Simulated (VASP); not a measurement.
# CuI (P6_3/mmc) in VASP: dielectric tensor with PBE

Aim: the dielectric tensor of CuI with PBE.

All numbers are computed with VASP 6.6.1; they aren't measurements. Logs are shortened: lines on timing, memory, paths and dates and some standing lists are left out, and cuts for length are marked.

## (1) The cell of the first run

It takes space group P6_3/mmc (No. 194, hexagonal). The conventional cell has a = 4.376 Å, b = 4.376 Å, c = 7.254 Å, α = 90.00°, β = 90.00°, γ = 120.00°. Cu (site symmetry -6m2) has 3 I at 2.53 Å within 3.3 Å. Within 3.3 Å of I (site symmetry -6m2) lie 3 Cu at 2.53 Å.

## (2) Dielectric tensor, PBE

Input file INCAR:

```
  PREC = Accurate
  ENCUT = 520
  EDIFF = 1E-8
  ISMEAR = 0
  SIGMA = 0.01
  LREAL = F
  LASPH = T
  NELM = 60
  ALGO = Normal
  ISIF = 2
  LWAVE = F
  LCHARG = F
  GGA = PE
  LEPSILON = T
```

Input file KPOINTS:

```
regular mesh
0
Gamma
  6 6 4
```

Input file POSCAR:

```
CuI
1.0
    4.3755374598      0.0000000000      0.0000000000
   -2.1877687299      3.7893265954      0.0000000000
    0.0000000000      0.0000000000      7.2537939909
Cu I
2 2
Direct
    0.3333333333      0.6666666667      0.2500000000
    0.6666666667      0.3333333333      0.7500000000
    0.6666666667      0.3333333333      0.2500000000
    0.3333333333      0.6666666667      0.7500000000
```

Potentials or basis: VASP PAW PBE potentials, release 64 (Cu, I).

Run with:

```sh
> cat potpaw_PBE.64/Cu/POTCAR potpaw_PBE.64/I/POTCAR > POTCAR
> mpirun -np 1 vasp_std > vasp.out
```

OUTCAR:

```text
PREC = Accurate
   ENCUT = 520
   EDIFF = 1E-8
   ISMEAR = 0
   LREAL = F
   LASPH = T
   NELM = 60
   ISIF = 2
   GGA = PE
   LEPSILON = T

 ion  position               nearest neighbor table
   1  0.333  0.667  0.250-   3 2.53   3 2.53   3 2.53
   2  0.667  0.333  0.750-   4 2.53   4 2.53   4 2.53
   3  0.667  0.333  0.250-   1 2.53   1 2.53   1 2.53
   4  0.333  0.667  0.750-   2 2.53   2 2.53   2 2.53

  LATTYP: Found a hexagonal cell.
 ALAT       =     4.3755374598
 C/A-ratio  =     1.6578063969

  Lattice vectors:

 A1 = (   4.3755374598,   0.0000000000,   0.0000000000)
 A2 = (  -2.1877687299,   3.7893265954,   0.0000000000)
 A3 = (   0.0000000000,   0.0000000000,   7.2537939909)

Analysis of symmetry for initial positions (statically):
=====================================================================
 Subroutine PRICEL returns:
 Original cell was already a primitive cell.

 Routine SETGRP: Setting up the symmetry group for a
 hexagonal supercell.

 Subroutine GETGRP returns: Found 24 space group operations
 (whereof 12 operations were pure point group operations)
 out of a pool of 24 trial point group operations.

The static configuration has the point symmetry D_3d.
 The point group associated with its full space group is D_6h.

Analysis of symmetry for dynamics (positions and initial velocities):
=====================================================================
 Subroutine PRICEL returns:
 Original cell was already a primitive cell.

 Routine SETGRP: Setting up the symmetry group for a
 hexagonal supercell.

 Subroutine GETGRP returns: Found 24 space group operations
 (whereof 12 operations were pure point group operations)
 out of a pool of 24 trial point group operations.

The dynamic configuration has the point symmetry D_3d.
 The point group associated with its full space group is D_6h.

 Subroutine INISYM returns: Found 24 space group operations
 (whereof 12 operations are pure point group operations),
 and found     1 'primitive' translations

----------------------------------------------------------------------------------------

                                     Primitive cell

  volume of cell :     120.2704

  direct lattice vectors                    reciprocal lattice vectors
     4.375537460  0.000000000  0.000000000     0.228543352  0.131949566  0.000000000
    -2.187768730  3.789326595  0.000000000     0.000000000  0.263899132  0.000000000
     0.000000000  0.000000000  7.253793991     0.000000000  0.000000000  0.137858892

  length of vectors
     4.375537460  4.375537460  7.253793991     0.263899132  0.263899132  0.137858892

  position of ions in fractional coordinates (direct lattice)
     0.333333333  0.666666667  0.250000000
     0.666666667  0.333333333  0.750000000
     0.666666667  0.333333333  0.250000000
     0.333333333  0.666666667  0.750000000

  ion indices of the primitive-cell ions
   primitive index   ion index
                 1           1
                 2           2
                 3           3
                 4           4

----------------------------------------------------------------------------------------

 KPOINTS: regular mesh

Automatic generation of k-mesh.
 Grid dimensions read from file:
 generate k-points for:    6    6    4

 Generating k-lattice:

  Cartesian coordinates                     Fractional coordinates (reciprocal lattice)
     0.038090559  0.021991594  0.000000000     0.166666667  0.000000000  0.000000000
     0.000000000  0.043983189  0.000000000     0.000000000  0.166666667  0.000000000
     0.000000000  0.000000000  0.034464723     0.000000000  0.000000000  0.250000000

  Length of vectors
     0.043983189  0.043983189  0.034464723

  Shift w.r.t. Gamma in fractional coordinates (k-lattice)
     0.000000000  0.000000000  0.000000000
[... 76 lines left out ...]
   LEPSILON=     T    determine dielectric tensor
   LRPA    =     F    only Hartree local field effects (RPA)
 non-spin polarized calculation
 Gauss-broadening in eV      SIGMA  =   0.01
  energy-cutoff  :      520.00
  volume of cell :      120.27
 maximum number of plane-waves:      3266
 NGX is ok and might be reduce to    36
   NGX = 17   NGY = 17   NGZ = 27

--------------------------------------- Ionic step        1  -------------------------------------------

 number of electron      35.9999991 magnetization

 E-fermi :   3.7106     XC(G=0):  -8.5378

 val. band max:        3.6526274004   @ k =   0.0000   0.0000   0.0000
 cond. band min:       4.8806892824   @ k =   0.0000   0.0000   0.0000
 fundamental gap:      1.2280618820
 Fermi energy:         3.7106394875

 k-point     1 :       0.0000    0.0000    0.0000
  band No.  band energies     occupation
      1     -10.0923      2.00000
      2      -9.7311      2.00000
      3      -0.6966      2.00000
      4      -0.4201      2.00000
      5      -0.4201      2.00000
      6      -0.2888      2.00000
[... 514 lines left out ...]
     21       8.7279      0.00000
     22       8.7279      0.00000

  FORCE on cell =-STRESS in cart. coord.  units (eV):
  Direction    XX          YY          ZZ          XY          YZ          ZX
  --------------------------------------------------------------------------------------
  -------------------------------------------------------------------------------------
  Total        0.9553897      0.9553897      0.5439451      0.0000000      0.0000000      0.0000000
  in kB       12.7271888     12.7271888      7.2461444      0.0000000      0.0000000      0.0000000
  external PRESSURE =      10.9001740 kB  Pullay stress =       0.0000000 kB

 VOLUME and BASIS-vectors are now :
 -----------------------------------------------------------------------------
  energy-cutoff  :      520.00
  volume of cell :      120.27
      direct lattice vectors                 reciprocal lattice vectors
     4.375537460  0.000000000  0.000000000     0.228543352  0.131949566  0.000000000
    -2.187768730  3.789326595  0.000000000     0.000000000  0.263899132  0.000000000
     0.000000000  0.000000000  7.253793991     0.000000000  0.000000000  0.137858892

 POSITION                                       TOTAL-FORCE (eV/Angst)
 -----------------------------------------------------------------------------------
     -0.00000      2.52622      1.81345         0.000000      0.000000      0.000000
      2.18777      1.26311      5.44035        -0.000000      0.000000      0.000000
      2.18777      1.26311      1.81345         0.000000     -0.000000      0.000000
     -0.00000      2.52622      5.44035        -0.000000     -0.000000      0.000000
 -----------------------------------------------------------------------------------
    total drift:                               -0.000000      0.000000      0.000000

  FREE ENERGIE OF THE ION-ELECTRON SYSTEM (eV)
  ---------------------------------------------------
  free  energy   TOTEN  =       -10.7998601045 eV

  energy  without entropy=      -10.7998601045  energy(sigma->0) =      -10.79986010

 HEAD OF MICROSCOPIC STATIC DIELECTRIC TENSOR (INDEPENDENT PARTICLE, excluding Hartree and local field effects)
 ------------------------------------------------------
           8.244439     0.000000     0.000000
           0.000000     8.244439     0.000000
           0.000000     0.000000     4.752355
 ------------------------------------------------------

 Free energy of the ion-electron system (eV)
  ---------------------------------------------------
  ---------------------------------------------------
  free energy    TOTEN  =        -2.42769894 eV

  energy without entropy =       -2.42769894

------------------------ aborting loop because EDIFF is reached ----------------------------------------

--------------------------------------- Ionic step        2  -------------------------------------------

------------------------ aborting loop because EDIFF is reached ----------------------------------------

--------------------------------------- Ionic step        3  -------------------------------------------

 Free energy of the ion-electron system (eV)
  ---------------------------------------------------
  ---------------------------------------------------
  free energy    TOTEN  =        -1.22095724 eV

  energy without entropy =       -1.22095724

------------------------ aborting loop because EDIFF is reached ----------------------------------------

 PIEZOELECTRIC TENSOR FIELD DIRECTION 3  (e Angst)
 -----------------------------------------------------------------------------
     0.00092  0.00000  0.00000           (  0.00012  0.00000  0.00000)
    -0.00000  0.00092 -0.00000           (  0.00000  0.00012  0.00000)
     0.00000 -0.00000  0.00635           (  0.00000  0.00000  0.00031)

 PIEZOELECTRIC TENSOR FIELD DIRECTION 3  (C/m^2)
 -----------------------------------------------------------------------------
     0.00012  0.00000  0.00000
    -0.00000  0.00012 -0.00000
     0.00000 -0.00000  0.00085

 MACROSCOPIC STATIC DIELECTRIC TENSOR (including local field effects in DFT)
 ------------------------------------------------------
           7.928620    -0.000000     0.000000
           0.000000     7.928620     0.000000
           0.000000     0.000000     4.300651
 ------------------------------------------------------

 PIEZOELECTRIC TENSOR (including local field effects)  for field in x, y, z        (e  Angst)
          XX          YY          ZZ          XY          YZ          ZX
  --------------------------------------------------------------------------------
  x     0.00000     0.00000     0.00000     0.00000     0.00000     0.00000
  y     0.00000     0.00000     0.00000     0.00000     0.00000     0.00000
  z     0.00000     0.00000     0.00000     0.00000     0.00000     0.00000

 PIEZOELECTRIC TENSOR (including local field effects)  for field in x, y, z        (C/m^2)
          XX          YY          ZZ          XY          YZ          ZX
  --------------------------------------------------------------------------------
  x     0.00000     0.00000     0.00000     0.00000     0.00000     0.00000
  y     0.00000     0.00000     0.00000     0.00000     0.00000     0.00000
  z     0.00000     0.00000     0.00000     0.00000     0.00000     0.00000

 BORN EFFECTIVE CHARGES (including local field effects) (in |e|, cummulative output)
 ---------------------------------------------------------------------------------
 ion    1
    1     1.32345     0.00000     0.00000
    2     0.00000     1.32345     0.00000
    3     0.00000     0.00000     0.77953
 ion    2
    1     1.32345     0.00000     0.00000
    2     0.00000     1.32345     0.00000
    3     0.00000     0.00000     0.77953
 ion    3
    1    -1.32345     0.00000     0.00000
    2     0.00000    -1.32345     0.00000
    3     0.00000    -0.00000    -0.77953
 ion    4
    1    -1.32345     0.00000     0.00000
    2     0.00000    -1.32345     0.00000
    3     0.00000     0.00000    -0.77953
```

Wall time 7.3 min (1 thread of Intel Xeon 6975P-C (Granite Rapids), shared host); peak memory 0.48 GiB.

What came out:

| Quantity | Value |
| --- | --- |
| Band gap on the k mesh | 1.23 eV |
| Electronic dielectric tensor (diagonal) | 7.93, 7.93, 4.30 |
| Born charges (mean of the diagonal) | Cu +1.14; I -1.14 e |

Electronic dielectric tensor:
```
7.93 0.00 0.00
0.00 7.93 0.00
0.00 0.00 4.30
```

Born effective charge tensors (e):
atom 1, Cu
```
1.32 0.00 0.00
0.00 1.32 0.00
0.00 0.00 0.78
```
atom 2, Cu
```
1.32 0.00 0.00
0.00 1.32 0.00
0.00 0.00 0.78
```
atom 3, I
```
-1.32  0.00  0.00
 0.00 -1.32  0.00
 0.00  0.00 -0.78
```
atom 4, I
```
-1.32  0.00  0.00
 0.00 -1.32  0.00
 0.00  0.00 -0.78
```

Caveat: spin-orbit coupling is left out, which moves the levels of the heavy elements.
